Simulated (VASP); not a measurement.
TePt: single point with LDA

Crystal: TePt.

```
Te Pt
1.0
     1.96762    1.13601    6.56201
    -1.96762    1.13601    6.56201
     0.00000   -2.27201    6.56201
Te Pt
2 2
Cartesian
  0.0000 0.0000 11.7913
  0.0000 0.0000 7.8947
  0.0000 0.0000 17.1250
  0.0000 0.0000 2.5611
```

```json
{
 "Program": "VASP 6.6.1",
 "Task": "single point",
 "Functional": "LDA",
 "Potentials or basis": "VASP PAW LDA potentials, release 64 (Te, Pt)",
 "Cutoff": "520 eV",
 "k mesh": "12 × 12 × 12",
 "Occupations": "gaussian, width 0.1 eV",
 "Spin": "no spin polarisation"
}
```

```json
{"Pressure": "0.2 GPa", "Largest force": "0.027 eV/Å", "Band gap on the k mesh": "zero (bands 16 and 17 overlap by 2.67 eV)"}
```

Forces on the atoms (eV/Å):
```
Te   0.000  0.000  0.027
Te   0.000  0.000 -0.027
Pt   0.000  0.000  0.019
Pt   0.000  0.000 -0.019
```

Stress tensor (GPa, compression positive):
```
0.25 0.00 0.00
0.00 0.25 0.00
0.00 0.00 0.13
```

Levels at points of the mesh, in eV from the Fermi level:
| k point | band 12 | band 13 | band 14 | band 15 | band 16 | band 17 | band 18 | band 19 | band 20 | band 21 |
| --- | --- | --- | --- | --- | --- | --- | --- | --- | --- | --- |
| (0.00, 0.00, 0.00) | -1.95 | -1.73 | 0.64 | 0.64 | 0.98 | 1.28 | 2.95 | 2.95 | 4.63 | 6.19 |
| (0.50, 0.00, 0.00) | -2.57 | -2.54 | -2.01 | -1.83 | -1.04 | 0.37 | 1.34 | 2.02 | 3.90 | 4.83 |
| (0.50, 0.50, 0.00) | -2.53 | -2.49 | -1.82 | -1.77 | -1.39 | -1.12 | 2.68 | 4.01 | 4.85 | 5.58 |
| (0.50, 0.50, 0.50) | -1.93 | -1.68 | -1.67 | 1.28 | 1.28 | 1.93 | 1.93 | 3.62 | 4.65 | 4.76 |

Wall time 14 min on 1 thread of Intel(R) Xeon(R) Platinum 8488C (Sapphire Rapids), with other jobs on the host, peak memory 0.57 GiB.

Caveat: spin-orbit coupling is left out, which moves the levels of the heavy elements.
